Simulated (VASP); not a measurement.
# Pd (Fm-3m) in VASP: further runs, part 3 of 3

VASP 6.6.1. Earlier steps stand in the parts before.

## Step 5: Single point, PBE0

This run uses another cell than the first one, of 14.71 Å³/atom, 0.997 times its volume.

Input file POSCAR:

```
Pd
1.0
    0.0000000000      1.9445464042      1.9445464042
    1.9445464042      0.0000000000      1.9445464042
    1.9445464042      1.9445464042      0.0000000000
Pd
1
Direct
    0.0000000000      0.0000000000      0.0000000000
```

Input file INCAR.step1:

```
SYSTEM = Pd
PREC = Accurate ; ENCUT = 520
EDIFF = 1E-5 ; ISMEAR = -1
SIGMA = 0.05 ; LREAL = .False.
LASPH = .True. ; NELM = 60
ALGO = Normal ; ISIF = 2
LWAVE = .True. ; LCHARG = .False.
NBANDS = 11 ; GGA = PE
```

Input file INCAR.step2:

```
SYSTEM = Pd
PREC = Accurate ; ENCUT = 520
EDIFF = 1E-6 ; ISMEAR = -1
SIGMA = 0.05 ; LREAL = .False.
LASPH = .True. ; NELM = 60
ALGO = Normal ; ISIF = 2
LWAVE = .False. ; LCHARG = .False.
GGA = PE ; LHFCALC = .True.
AEXX = 0.25 ; PRECFOCK = Normal
NBANDS = 11 ; ISTART = 1
```

Input file KPOINTS:

```
Automatic mesh
0
Gamma
  6 6 6
  0 0 0
```

Potentials or basis: VASP PAW PBE potentials, release 64 (Pd).

Started as:

```bash
> cat potpaw_PBE.64/Pd/POTCAR > POTCAR
> cp INCAR.step1 INCAR
> mpirun -np 1 vasp_std > vasp.out
> cp INCAR.step2 INCAR
> mpirun -np 1 vasp_std > vasp.out
```

OUTCAR:

```text
SYSTEM = Pd
   PREC = Accurate
   ENCUT = 520
   EDIFF = 1E-6
   ISMEAR = -1
   LREAL = .False.
   LASPH = .True.
   NELM = 60
   ISIF = 2
   GGA = PE
   LHFCALC = .True.
   AEXX = 0.25
   PRECFOCK = Normal
   ISTART = 1

 ion  position               nearest neighbor table
   1  0.000  0.000  0.000-

  LATTYP: Found a face centered cubic cell.
 ALAT       =     3.8890928084

  Lattice vectors:

 A1 = (   0.0000000000,   1.9445464042,   1.9445464042)
 A2 = (   1.9445464042,   0.0000000000,   1.9445464042)
 A3 = (   1.9445464042,   1.9445464042,   0.0000000000)

Analysis of symmetry for initial positions (statically):
[... 33 lines left out ...]
                                     Primitive cell

  volume of cell :      14.7057

  direct lattice vectors                    reciprocal lattice vectors
     0.000000000  1.944546404  1.944546404    -0.257129374  0.257129374  0.257129374
     1.944546404  0.000000000  1.944546404     0.257129374 -0.257129374  0.257129374
     1.944546404  1.944546404  0.000000000     0.257129374  0.257129374 -0.257129374

  length of vectors
[... 130 lines left out ...]
 fundamental gap:      0.4516289687
 Fermi energy:         9.0161435834

 k-point     1 :       0.0000    0.0000    0.0000
  band No.  band energies     occupation
      1       1.1155      2.00000
      2       5.2324      2.00000
      3       5.2324      2.00000
      4       5.2324      2.00000
      5       6.7822      2.00000
      6       6.7822      2.00000
      7      28.2797      0.00000
      8      33.2847      0.00000
      9      33.2847      0.00000
     10      33.2847      0.00000
     11      38.4191      0.00000
[... 197 lines left out ...]
 k-point    16 :      -0.3333    0.5000    0.1667
  band No.  band energies     occupation
      1       3.2012      2.00000
      2       3.6795      2.00000
      3       6.2899      2.00000
      4       7.2422      2.00000
      5       9.6764      0.00000
      6      17.3016      0.00000
      7      21.6014      0.00000
      8      21.9933      0.00000
      9      22.8214      0.00000
     10      35.0380      0.00000
     11      37.8329      0.00000

------------------------ aborting loop because EDIFF is reached ----------------------------------------

  FORCE on cell =-STRESS in cart. coord.  units (eV):
  Direction    XX          YY          ZZ          XY          YZ          ZX
  --------------------------------------------------------------------------------------
  -------------------------------------------------------------------------------------
  Total        0.0066651      0.0066651      0.0066651      0.0000000     -0.0000000      0.0000000
  in kB        0.7261628      0.7261628      0.7261628      0.0000000     -0.0000000      0.0000000
  external PRESSURE =       0.7261628 kB  Pullay stress =       0.0000000 kB

 VOLUME and BASIS-vectors are now :
 -----------------------------------------------------------------------------
  energy-cutoff  :      520.00
  volume of cell :       14.71
      direct lattice vectors                 reciprocal lattice vectors
     0.000000000  1.944546404  1.944546404    -0.257129374  0.257129374  0.257129374
     1.944546404  0.000000000  1.944546404     0.257129374 -0.257129374  0.257129374
     1.944546404  1.944546404  0.000000000     0.257129374  0.257129374 -0.257129374

 POSITION                                       TOTAL-FORCE (eV/Angst)
 -----------------------------------------------------------------------------------
      0.00000      0.00000      0.00000        -0.000000     -0.000000     -0.000000
 -----------------------------------------------------------------------------------
    total drift:                               -0.000006     -0.000007     -0.000005

  FREE ENERGIE OF THE ION-ELECTRON SYSTEM (eV)
  ---------------------------------------------------
  free  energy   TOTEN  =        -6.5055120494 eV

  energy  without entropy=       -6.5034712910  energy(sigma->0) =       -6.50449167
```

It took 5.9 min on 1 thread of Intel Xeon Platinum 8488C (Sapphire Rapids), shared host; peak memory 0.13 GiB.

Results:

| Item | Value |
| --- | --- |
| Free energy | -6.5055 eV |
| Pressure | 0.1 GPa |
| Band gap on the k mesh | zero (band 5 reaches 9.75 eV, above the bottom of band 6 at 6.76 eV) |

Levels at points of the mesh, in eV from the Fermi level:
| k point | band 2 | band 3 | band 4 | band 5 | band 6 | band 7 | band 8 | band 9 |
| --- | --- | --- | --- | --- | --- | --- | --- | --- |
| (0.00, 0.00, 0.00) | -3.78 | -3.78 | -3.78 | -2.23 | -2.23 | 19.26 | 24.27 | 24.27 |
| (0.50, 0.00, 0.00) | -3.93 | -3.93 | -0.48 | -0.48 | 2.03 | 9.17 | 18.57 | 23.51 |
| (0.50, 0.50, 0.00) | -6.23 | -0.82 | 0.73 | 0.73 | 4.64 | 12.77 | 15.26 | 15.26 |

Caveat: the k points lie up to 0.47 Å⁻¹ apart; the PAW data sets were made with another functional, which shifts forces and pressure a little.

## Step 6: Single point, PBE0, non-collinear spin, zero start, spin-orbit coupling

Input file POSCAR:

```
Pd
1.0
    0.0000000000      1.9465000000      1.9465000000
    1.9465000000      0.0000000000      1.9465000000
    1.9465000000      1.9465000000      0.0000000000
Pd
1
Direct
    0.0000000000      0.0000000000      0.0000000000
```

Input file INCAR.step1:

```
  PREC = Accurate
  ENCUT = 520
  EDIFF = 1E-5
  ISMEAR = -1
  SIGMA = 0.05
  LREAL = False
  LASPH = True
  NELM = 150
  ALGO = Normal
  ISIF = 2
  LWAVE = True
  LCHARG = False
  MAGMOM = 0 0 0
  LORBIT = 11
  LSORBIT = True
  GGA_COMPAT = False
  LORBMOM = True
  LMAXMIX = 4
  NBANDS = 21
  GGA = PE
```

Input file INCAR.step2:

```
  PREC = Accurate
  ENCUT = 520
  EDIFF = 1E-6
  ISMEAR = -1
  SIGMA = 0.05
  LREAL = False
  LASPH = True
  NELM = 150
  ALGO = Normal
  ISIF = 2
  LWAVE = False
  LCHARG = False
  MAGMOM = 0 0 0
  LORBIT = 11
  LSORBIT = True
  GGA_COMPAT = False
  LORBMOM = True
  LMAXMIX = 4
  GGA = PE
  LHFCALC = True
  AEXX = 0.25
  PRECFOCK = Normal
  NBANDS = 21
  ISTART = 1
```

Input file KPOINTS:

```
regular mesh
0
Gamma
  5 5 5
```

Potentials or basis: VASP PAW PBE potentials, release 64 (Pd).

Started as:

```bash
> cat potpaw_PBE.64/Pd/POTCAR > POTCAR
> cp INCAR.step1 INCAR
> mpirun -np 1 vasp_ncl > vasp.out
> cp INCAR.step2 INCAR
> mpirun -np 1 vasp_ncl > vasp.out
```

OUTCAR:

```text
PREC = Accurate
   ENCUT = 520
   EDIFF = 1E-6
   ISMEAR = -1
   LREAL = False
   LASPH = True
   NELM = 150
   ISIF = 2
   LORBIT = 11
   LSORBIT = True
   GGA = PE
   LHFCALC = True
   AEXX = 0.25
   PRECFOCK = Normal
   ISTART = 1

 ion  position               nearest neighbor table
   1  0.000  0.000  0.000-

  LATTYP: Found a face centered cubic cell.
 ALAT       =     3.8930000000

  Lattice vectors:

 A1 = (   0.0000000000,   1.9465000000,   1.9465000000)
 A2 = (   1.9465000000,   0.0000000000,   1.9465000000)
 A3 = (   1.9465000000,   1.9465000000,   0.0000000000)

Analysis of symmetry for initial positions (statically):
=====================================================================
 Subroutine PRICEL returns:
 Original cell was already a primitive cell.
[... 474 lines left out ...]
 ----------------------------------------
           -0.000  -0.009  -0.010

 Spin-Orbit-Coupling matrix elements

 Ion:    1  E_soc:     -0.1169676
 l=   1
     0.0000000    -0.0025678    -0.0025678
    -0.0025678     0.0000000    -0.0025672
    -0.0025678    -0.0025672     0.0000000
 l=   2
     0.0000000    -0.0054236     0.0000000    -0.0054228    -0.0115055
    -0.0054236     0.0000000    -0.0086219    -0.0054225    -0.0028830
     0.0000000    -0.0086219     0.0000000    -0.0086338     0.0000000
    -0.0054228    -0.0054225    -0.0086338     0.0000000    -0.0028678
    -0.0115055    -0.0028830     0.0000000    -0.0028678     0.0000000
 l=   3
     0.0000000     0.0000000     0.0000000     0.0000000     0.0000000     0.0000000     0.0000000
     0.0000000     0.0000000     0.0000000     0.0000000     0.0000000     0.0000000     0.0000000
     0.0000000     0.0000000     0.0000000     0.0000000     0.0000000     0.0000000     0.0000000
     0.0000000     0.0000000     0.0000000     0.0000000     0.0000000     0.0000000     0.0000000
     0.0000000     0.0000000     0.0000000     0.0000000     0.0000000     0.0000000     0.0000000
     0.0000000     0.0000000     0.0000000     0.0000000     0.0000000     0.0000000     0.0000000
     0.0000000     0.0000000     0.0000000     0.0000000     0.0000000     0.0000000     0.0000000

 total charge

# of ion       s       p       d       tot
------------------------------------------
    1        0.506   0.400   8.685   9.591

 magnetization (x)

# of ion       s       p       d       tot
------------------------------------------
    1       -0.000  -0.000  -0.000  -0.000

 magnetization (y)

# of ion       s       p       d       tot
------------------------------------------
    1       -0.000   0.000   0.000   0.000

 magnetization (z)

# of ion       s       p       d       tot
------------------------------------------
    1       -0.000  -0.000  -0.000  -0.000
```

OUTCAR.step1:

```text
PREC = Accurate
   ENCUT = 520
   EDIFF = 1E-5
   ISMEAR = -1
   LREAL = False
   LASPH = True
   NELM = 150
   ISIF = 2
   LORBIT = 11
   LSORBIT = True
   GGA = PE

 ion  position               nearest neighbor table
[... 508 lines left out ...]
 total charge

# of ion       s       p       d       tot
------------------------------------------
    1        0.480   0.487   8.476   9.443

 magnetization (x)

# of ion       s       p       d       tot
------------------------------------------
    1       -0.000   0.000  -0.000  -0.000

 magnetization (y)

# of ion       s       p       d       tot
------------------------------------------
    1       -0.000   0.000  -0.000  -0.000

 magnetization (z)

# of ion       s       p       d       tot
------------------------------------------
    1       -0.000   0.000   0.000  -0.000
```

OSZICAR.step1:

```text
N       E                     dE             d eps       ncg     rms          rms(c)
DAV:   1     0.563023649561E+02    0.56302E+02   -0.49016E+03   420   0.917E+02
DAV:   2    -0.402920018400E+01   -0.60332E+02   -0.56123E+02   480   0.225E+02
DAV:   3    -0.536589050064E+01   -0.13367E+01   -0.13160E+01   511   0.352E+01
DAV:   4    -0.537503292627E+01   -0.91424E-02   -0.91398E-02   495   0.293E+00
DAV:   5    -0.537517794910E+01   -0.14502E-03   -0.14502E-03   548   0.378E-01    0.822E+00
DAV:   6    -0.513487685441E+01    0.24030E+00   -0.34358E-01   505   0.816E+00    0.413E+00
DAV:   7    -0.512110282368E+01    0.13774E-01   -0.14687E-02   563   0.137E+00    0.198E+00
DAV:   8    -0.511753408726E+01    0.35687E-02   -0.14529E-03   513   0.361E-01    0.423E-01
DAV:   9    -0.511753829278E+01   -0.42055E-05   -0.22930E-05   519   0.474E-02
   1 F= -.51175383E+01 E0= -.51045435E+01  d E =-.259896E-01  mag=     0.0000    -0.0000    -0.0000
```

Wall time 30 min (1 thread of Intel Xeon Platinum 8488C (Sapphire Rapids), shared host); peak memory 0.17 GiB.

Results:

| Property | Result |
| --- | --- |
| Free energy | -6.5153 eV |
| Pressure | 7.8 GPa |
| Net moment | 0.04 μB per cell |
| Valence electrons inside the program's atomic spheres | Pd 9.59 |

Moments on the atoms (μB; x, y, z):
```
Pd  0.00 0.00 0.00
```

Caveat: the k points lie up to 0.56 Å⁻¹ apart; the PAW data sets were made with another functional, which shifts forces and pressure a little.

## Step 7: Summary

| task | level | potentials or basis | spin | cell | k mesh | cutoff (eV) | grid for exact exchange (PRECFOCK) | gap on the mesh (eV) | pressure (GPa) | moment (μB) |
| --- | --- | --- | --- | --- | --- | --- | --- | --- | --- | --- |
| single point | LDA | VASP PAW LDA potentials, release 64 (Pd) | non-collinear, zero start, SOC | a = 2.753 Å, angles 60.0°, 1 atom | 12 × 12 × 12 | 520 | - | - | -8.3 | 0.00 |
| relaxation of cell and atoms | r2SCAN+rVV10 | VASP PAW PBE potentials, release 64 (Pd) | off | relaxed from a = 2.753 Å, angles 60.0°, 1 atom | 12 × 12 × 12 | 600 | - | none | 0.0 | - |
| single point | LDA | VASP PAW LDA potentials, release 64 (Pd) | off | a = 2.789 Å, angles 60.0°, 1 atom | 12 × 12 × 12 | 500 | - | none | -14.6 | - |
| single point | PBE0 | VASP PAW PBE potentials, release 64 (Pd) | off | a = 2.750 Å, angles 60.0°, 1 atom | 6 × 6 × 6 | 520 | Normal | none | 0.1 | - |
| single point | PBE0 | VASP PAW PBE potentials, release 64 (Pd) | non-collinear, zero start, SOC | a = 2.753 Å, angles 60.0°, 1 atom | 5 × 5 × 5 | 520 | Normal | - | 7.8 | 0.04 |

Alike in all rows: smearing fermi-dirac 0.05 eV.

Caveats: some runs use coarse meshes; the PAW data sets were made with another functional, which shifts forces and pressure a little (some runs).

Absolute energies hang on the potentials; compare differences alone.
